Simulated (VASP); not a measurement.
# MoS2 (C2/m) in VASP: a series of runs

MoS2 is run at these levels: PBE+D3(BJ); tasks: single point.

Everything below comes from runs of VASP 6.6.1. Logs are shortened: lines on timing, memory, paths and dates and some standing lists are left out, and cuts for length are marked.

## Step 1: The cell of the first run

It takes space group C2/m (No. 12, monoclinic). The conventional cell has a = 5.239 Å, b = 3.134 Å, c = 6.206 Å, α = 90.00°, β = 106.34°, γ = 90.00°. Mo (site symmetry 2/m) has 6 S at 2.36 to 2.47 Å and 6 Mo at 3.05 to 3.13 Å within 3.2 Å. Within 3.8 Å of S (site symmetry m) lie 4 Mo at 2.36 to 3.72 Å and 12 S at 3.05 to 3.74 Å.

## Step 2: Single point, PBE+D3(BJ) (atoms displaced along a vibrational mode, the cell strained)

INCAR reads:

```
SYSTEM = MoS2
PREC = Accurate ; ENCUT = 520
EDIFF = 1E-6 ; ISMEAR = 0
SIGMA = 0.15 ; LREAL = .FALSE.
LASPH = .TRUE. ; NELM = 80
ALGO = Normal ; ISIF = 2
LWAVE = .FALSE. ; LCHARG = .TRUE.
GGA = PE ; IVDW = 12
LELF = .TRUE. ; LVHAR = .TRUE.
NBANDS = 20
```

KPOINTS reads:

```
Automatic mesh
0
G
  15 15 15
  0 0 0
```

POSCAR reads:

```
MoS2
1.0
    1.5671157387      0.8731075793      5.9549887142
   -1.5671157387      0.8731075793      5.9549887142
    0.0000000000     -1.7462151586      5.9549887142
Mo S
1 2
Direct
    0.0000000000      0.0000000000      0.0000000000
    0.7315023783      0.7315023783      0.8061065869
    0.2684976217      0.2684976217      0.1938934131
```

Potentials or basis: VASP PAW PBE potentials, release 64 (Mo_sv, S).

On the command line:

```sh
cat potpaw_PBE.64/Mo_sv/POTCAR potpaw_PBE.64/S/POTCAR > POTCAR
mpirun -np 1 vasp_std > vasp.out
```

OUTCAR:

```text
SYSTEM = MoS2
   PREC = Accurate
   ENCUT = 520
   EDIFF = 1E-6
   ISMEAR = 0
   LREAL = .FALSE.
   LASPH = .TRUE.
   NELM = 80
   ISIF = 2
   GGA = PE
   IVDW = 12
 IVDW          = 12

 ion  position               nearest neighbor table
   1  0.000  0.000  0.000-   2 2.36   2 2.36   3 2.36   3 2.36   2 2.47   3 2.47
   2  0.732  0.732  0.806-   1 2.36   1 2.36   1 2.47
   3  0.268  0.268  0.194-   1 2.36   1 2.36   1 2.47

  LATTYP: Found a base centered monoclinic cell.
 ALAT       =     5.2386454758
 B/A-ratio  =     0.5982904344
 C/A-ratio  =     1.1846069602
 COS(beta)  =    -0.2813872825

  Lattice vectors:

 A1 = (   1.5671157387,   2.6193227379,   0.0000000000)
 A2 = (  -1.5671157387,   2.6193227379,   0.0000000000)
 A3 = (   0.0000000000,  -1.7462151586,   5.9549887142)

Analysis of symmetry for initial positions (statically):
=====================================================================
 Subroutine PRICEL returns:
 Original cell was already a primitive cell.

 Routine SETGRP: Setting up the symmetry group for a
 base centered monoclinic supercell.

 Subroutine GETGRP returns: Found  4 space group operations
 (whereof  4 operations were pure point group operations)
 out of a pool of  4 trial point group operations.

The static configuration has the point symmetry C_2h.

Analysis of symmetry for dynamics (positions and initial velocities):
=====================================================================
 Subroutine PRICEL returns:
 Original cell was already a primitive cell.

 Routine SETGRP: Setting up the symmetry group for a
 base centered monoclinic supercell.

 Subroutine GETGRP returns: Found  4 space group operations
 (whereof  4 operations were pure point group operations)
 out of a pool of  4 trial point group operations.

The dynamic configuration has the point symmetry C_2h.

 Subroutine INISYM returns: Found  4 space group operations
 (whereof  4 operations are pure point group operations),
 and found     1 'primitive' translations

----------------------------------------------------------------------------------------

                                     Primitive cell

  volume of cell :      48.8879

  direct lattice vectors                    reciprocal lattice vectors
     1.567115739  0.873107579  5.954988714     0.319057481  0.190889039  0.055975477
    -1.567115739  0.873107579  5.954988714    -0.319057481  0.190889039  0.055975477
     0.000000000 -1.746215159  5.954988714     0.000000000 -0.381778078  0.055975477
[... 85 lines left out ...]
   NELM   =     80;   NELMIN=  2; NELMDL= -5     # of ELM steps
   EDIFF  = 0.1E-05   stopping-criterion for ELM
   LREAL  =      F    real-space projection
   EDIFFG = 0.1E-04   stopping-criterion for IOM
   NSW    =      0    number of steps for IOM
   IBRION =     -1    ionic relax: 0-MD 1-quasi-New 2-CG
   NFREE  =      0    steps in history (QN), initial steepest desc. (CG)
   ISIF   =      2    stress and relaxation
   ISYM   =      2    0-nonsym 1-usesym 2-fastsym
   POTIM  = 0.5000    time-step for ionic-motion
   TEBEG  =    0.0;   TEEND  =   0.0 temperature during run
   PSTRESS=    0.0 pullay stress
   NELECT =      26.0000    total number of electrons
   NUPDOWN=      -1.0000    fix difference up-down
   EMIN   =  10.00;   EMAX   =-10.00  energy-range for DOS
   EFERMI =   0.00;   METHOD = LEGACY
   ISMEAR =     0;   SIGMA  =   0.15  broadening in eV -4-tet -1-fermi 0-gaus
   EFERMI_NEDOS =   21; number of points for ismear=-14 and -15
   IALGO  =     38    algorithm
   IMIX   =      4    mixing-type and parameters
     AMIX     =   0.40;   BMIX     =  1.00
     AMIX_MAG =   1.60;   BMIX_MAG =  1.00
  volume/ion in A,a.u.               =      16.30       109.97
  Fermi-wavevector in a.u.,A,eV,Ry     =   1.326373  2.506481 23.936251  1.759265
  Thomas-Fermi vector in A             =   2.455764
   LORBIT       =      0    0 simple, 1 ext, 2 COOP (PROOUT), +10 PAW based schemes
   GGA     = PE    functional components
   LHFCALC =     F    Hartree Fock is set to
   AEXX    =    0.0000 exact exchange contribution
   IVDW    =    12    specifies the selected vdW correction
   LEPSILON=     F    determine dielectric tensor
   LRPA    =     F    only Hartree local field effects (RPA)
 non-spin polarized calculation
 Gauss-broadening in eV      SIGMA  =   0.15
  energy-cutoff  :      520.00
  volume of cell :       48.89
 maximum number of plane-waves:      1336
   NGX = 23   NGY = 23   NGZ = 23

 number of electron      26.0000001 magnetization

 Free energy of the ion-electron system (eV)
  ---------------------------------------------------
  ext. energy  EPLUGINS =         0.00000000
  ---------------------------------------------------
  free energy    TOTEN  =       -20.74987303 eV

  energy without entropy =      -20.74051996  energy(sigma->0) =      -20.74519649

 E-fermi :   8.8866     XC(G=0): -11.4016

 val. band max:        8.8856974009   @ k =  -0.2000  -0.4000   0.4667
 cond. band min:       8.8876566224   @ k =   0.3333   0.3333   0.2667
 fundamental gap:      0.0019592214
 Fermi energy:         8.8865982998

 k-point     1 :       0.0000    0.0000    0.0000
  band No.  band energies     occupation
      1     -52.7668      2.00000
      2     -26.9162      2.00000
      3     -26.7490      2.00000
      4     -26.6034      2.00000
      5      -6.6184      2.00000
      6      -4.8182      2.00000
[... 541 lines left out ...]
     19      17.1739      0.00000
     20      18.4528      0.00000

 [... further k-points ...]

------------------------ aborting loop because EDIFF is reached ----------------------------------------

 Edisp (eV)   -1.39896

 E8    (eV) :    -0.5645

  FORCE on cell =-STRESS in cart. coord.  units (eV):
  Direction    XX          YY          ZZ          XY          YZ          ZX
  --------------------------------------------------------------------------------------
  -------------------------------------------------------------------------------------
  Total       1.92119     1.87338     1.65938     0.00000     2.67587     0.00000
  in kB      62.96220    61.39541    54.38190     0.00000    87.69505     0.00000
  external pressure =       59.58 kB  Pullay stress =        0.00 kB

 VOLUME and BASIS-vectors are now :
 -----------------------------------------------------------------------------
  energy-cutoff  :      520.00
  volume of cell :       48.89
      direct lattice vectors                 reciprocal lattice vectors
     1.567115739  0.873107579  5.954988714     0.319057481  0.190889039  0.055975477
    -1.567115739  0.873107579  5.954988714    -0.319057481  0.190889039  0.055975477
     0.000000000 -1.746215159  5.954988714     0.000000000 -0.381778078  0.055975477

 POSITION                                       TOTAL-FORCE (eV/Angst)
 -----------------------------------------------------------------------------------
      0.00000      0.00000      0.00000         0.000000     -0.000000     -0.000000
      0.00000     -0.13027     13.51253         0.000000      0.899741      0.496534
      0.00000      0.13027      4.35243         0.000000     -0.899741     -0.496534
 -----------------------------------------------------------------------------------
    total drift:                               -0.000000     -0.000000      0.000000

  FREE ENERGIE OF THE ION-ELECTRON SYSTEM (eV)
  ---------------------------------------------------
  free  energy   TOTEN  =       -22.1488375090 eV

  energy  without entropy=      -22.1394844381  energy(sigma->0) =      -22.14416097
```

stdout:

```text
POSCAR found type information on POSCAR MoS
 POSCAR found :  2 types and       3 ions
 scaLAPACK will be used
 LDA part: xc-table for (Slater+PW92), standard interpolation
 POSCAR, INCAR and KPOINTS ok, starting setup
 FFT: planning ... GRIDC
 FFT: planning ... GRID_SOFT
 FFT: planning ... GRID
 WAVECAR not read
 entering main loop
```

It took 25 min on 1 thread of Intel Xeon 6975P-C (Granite Rapids), shared host; peak memory 0.95 GiB.

What came out:

```yaml
Free_energy: -22.1488 eV
Pressure: 6.0 GPa
Largest_force: 1.028 eV/Å
Band_gap_on_the_k_mesh: zero (bands 13 and 14 overlap by 0.59 eV)
Dispersion_energy_per_atom: -0.466 eV
```

Forces in eV/Å, atoms in the order of the input:
```
Mo   0.000  0.000  0.000
S    0.000  0.900  0.497
S    0.000 -0.900 -0.497
```

Levels at points of the mesh, in eV from the Fermi level:
| k point | band 10 | band 11 | band 12 | band 13 | band 14 | band 15 | band 16 | band 17 |
| --- | --- | --- | --- | --- | --- | --- | --- | --- |
| (0.00, 0.00, 0.00) | -1.80 | -1.54 | -1.20 | -0.41 | 0.08 | 0.31 | 3.10 | 3.48 |

Caveat: the cell differs from its parent crystal (atoms displaced along a vibrational mode, the cell strained); the cell stands under pressure; forces of over 1 eV/Å act on the atoms, so gaps and moduli don't describe the material at rest.

## Step 3: Single point, PBE+D3(BJ)

INCAR reads:

```
  ALGO = Normal
  EDIFF = 1E-6
  ENCUT = 520
  GGA = PE
  ISIF = 2
  ISMEAR = 0
  IVDW = 12
  LASPH = T
  LCHARG = F
  LREAL = F
  LWAVE = F
  NBANDS = 20
  NELM = 80
  PREC = Accurate
  SIGMA = 0.15
```

KPOINTS reads:

```
k-points
0
Gamma
  15 15 15
```

POSCAR reads:

```
MoS2
1.0
    1.5671157387      0.8731075793      5.9549887142
   -1.5671157387      0.8731075793      5.9549887142
    0.0000000000     -1.7462151586      5.9549887142
Mo S
1 2
Direct
    0.0000000000      0.0000000000      0.0000000000
    0.7563704478      0.7563704478      0.7563704478
    0.2436295522      0.2436295522      0.2436295522
```

Potentials or basis: VASP PAW PBE potentials, release 64 (Mo_sv, S).

On the command line:

```sh
cat potpaw_PBE.64/Mo_sv/POTCAR potpaw_PBE.64/S/POTCAR > POTCAR
mpirun -np 1 vasp_std > vasp.out
```

Wall time 25 min (1 thread of Intel Xeon 6975P-C (Granite Rapids), shared host); peak memory 0.95 GiB.

It converged, with:

```
Free energy                : -22.2450 eV
Pressure                   : 5.6 GPa
Largest force              : 0.474 eV/Å
Band gap on the k mesh     : zero (bands 13 and 14 overlap by 0.45 eV)
Dispersion energy per atom : -0.466 eV
```

Forces in eV/Å, atoms in the order of the input:
```
Mo   0.000  0.000  0.000
S    0.000 -0.204  0.428
S    0.000  0.204 -0.428
```

Stress tensor (GPa, compression positive):
```
 1.33  0.00  0.00
 0.00 10.69 -2.09
 0.00 -2.09  4.65
```

Levels at points of the mesh, in eV from the Fermi level:
```csv
k point,band 11,band 12,band 13,band 14,band 15,band 16
"(0.00, 0.00, 0.00)",-1.55,-0.94,-0.63,0.07,0.34,3.20
```

Caveat: the stress differs along the axes, from 1 to 11 GPa.

## Step 4: Single point, PBE+D3(BJ) (atoms displaced along a vibrational mode, the cell strained)

INCAR reads:

```
ALGO = Normal
EDIFF = 1E-6
ENCUT = 520
GGA = PE
ISIF = 2
ISMEAR = 0
IVDW = 12
LASPH = T
LCHARG = T
LELF = T
LREAL = F
LVHAR = T
LWAVE = F
NBANDS = 20
NELM = 100
PREC = Accurate
SIGMA = 0.15
```

KPOINTS is that of step 3.

POSCAR reads:

```
MoS2
1.0
    1.5671157387      0.8731075793      5.9549887142
   -1.5671157387      0.8731075793      5.9549887142
    0.0000000000     -1.7462151586      5.9549887142
Mo S
1 2
Direct
    0.0000000000      0.0000000000      0.0000000000
    0.7812385173      0.7812385173      0.7066343087
    0.2187614827      0.2187614827      0.2933656913
```

On the command line:

```sh
cat potpaw_PBE.64/Mo_sv/POTCAR potpaw_PBE.64/S/POTCAR > POTCAR
mpirun -np 1 vasp_std > vasp.out
```

It took 27 min on 1 thread of Intel Xeon Platinum 8488C (Sapphire Rapids), shared host; peak memory 0.95 GiB.

Results (log left out):

```
Free energy                : -22.0222 eV
Pressure                   : 7.5 GPa
Largest force              : 1.721 eV/Å
Band gap on the k mesh     : zero (bands 13 and 14 overlap by 0.48 eV)
Dispersion energy per atom : -0.466 eV
```

Forces in eV/Å, atoms in the order of the input:
```
Mo   0.000  0.000  0.000
S    0.000 -1.546  0.756
S    0.000  1.546 -0.756
```

Stress tensor (GPa, compression positive):
```
 -2.37   0.00   0.00
  0.00  16.84 -15.22
  0.00 -15.22   8.16
```

Levels at points of the mesh, in eV from the Fermi level:
```tsv
k point	band 10	band 11	band 12	band 13	band 14	band 15	band 16	band 17
(0.00, 0.00, 0.00)	-1.82	-1.53	-0.75	-0.69	0.02	0.33	2.94	3.53
```

Caveat: the cell differs from its parent crystal (atoms displaced along a vibrational mode, the cell strained); the stress differs along the axes, from -2 to 17 GPa; forces of over 1 eV/Å act on the atoms, so gaps and moduli don't describe the material at rest.

## Step 5: Overview

| cell | gap on the mesh (eV) | pressure (GPa) | largest force (eV/Å) |
| --- | --- | --- | --- |
| as given, atomic positions A | none | 6.0 | 1.03 |
| as given, atomic positions B | none | 5.6 | 0.47 |
| as given, atomic positions C | none | 7.5 | 1.72 |

Alike in all rows: task single point; level PBE+D3(BJ); potentials or basis VASP PAW PBE potentials, release 64 (Mo_sv, S); no spin polarisation; k mesh 15 × 15 × 15; cutoff (eV) 520; smearing gaussian 0.15 eV.

Caveats: forces of over 1 eV/Å act on the atoms, so gaps and moduli don't describe the material at rest (at least some runs); the cell stands under pressure (at least some runs); the stress differs along the axes, from 1 to 11 GPa (at least some runs); the stress differs along the axes, from -2 to 17 GPa (at least some runs).

Absolute energies hang on the potentials; compare differences alone.
